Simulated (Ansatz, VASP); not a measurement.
One calculation of Ga, two programs

Contents of INCAR:

```
  AGGAC = 1.0
  AGGAX = 1.0
  ALDAC = 0.0
  ALDAX = 1.0
  ALGO = Normal
  EDIFF = 1E-6
  EDIFFG = -0.02
  ENCUT = 600
  GGA = B5
  IBRION = 2
  ISIF = 3
  ISMEAR = -1
  LASPH = T
  LCHARG = F
  LREAL = F
  LWAVE = F
  NELM = 100
  NSW = 80
  PREC = Accurate
  SIGMA = 0.05
```

KPOINTS

```
k-points
0
Gamma
  10 10 8
```

POSCAR

```
Ga
1.0
    1.3830000000     -4.0265000000      0.0000000000
    1.3830000000      4.0265000000      0.0000000000
   -0.1174474948      0.0000000000      3.3299294416
Ga
2
Direct
    0.1310000000      0.8690000000      0.7500000000
    0.8690000000      0.1310000000      0.2500000000
```

The input input.yaml:

```yaml
crystal:
  lattice:
    - [1.383, -4.0265, 0.0]
    - [1.383, 4.0265, 0.0]
    - [-0.1174474948, 0.0, 3.3299294416]
  atoms:
    - { symbol: Ga, position: [0.131, 0.869, 0.75] }
    - { symbol: Ga, position: [0.869, 0.131, 0.25] }
kpoints:
  mp_grid: { grid: [10, 10, 8] }
scf:
  occupations: { method: fermi_dirac, width: 0.05 }
hamiltonian:
  xc: blyp
  pseudopotentials: { kind: all_electron, lapw: { basis_error: 0.001 } }
output:
  forces: true
  stress: true
relax:
  f_tol: 0.02
  max_steps: 60
  cell: {}
```

Alike in both runs: task relaxation of cell and atoms; functional BLYP; k mesh 10 × 10 × 8; occupations fermi-dirac, width 0.05 eV; no spin polarisation.

|  | VASP | Ansatz |
| --- | --- | --- |
| version | VASP 6.6.1 | Ansatz 0.2.0 |
| potentials or method | VASP PAW PBE potentials, release 64 (Ga_d), cutoff 600 eV | all-electron LAPW, scalar-relativistic |

VASP gave:

| Quantity | Value |
| --- | --- |
| relaxed volume (Å³/atom) | 21.78 |
| relaxed cell length with the largest relative difference (Å) | 4.479 |

Q: Which values does Ansatz return?

A: Relaxed volume (Å³/atom): 21.80; relaxed cell length with the largest relative difference (Å): 4.486.

VASP's potentials were made for PBE, not for BLYP. Ansatz ran all-electron here, and VASP with PAW potentials.

Noted on VASP's run: the volume moved by over 15 % at a fixed basis, so the end points are rough. Noted on Ansatz's run: the volume moved by over 15 % at a fixed basis, so the end points are rough.
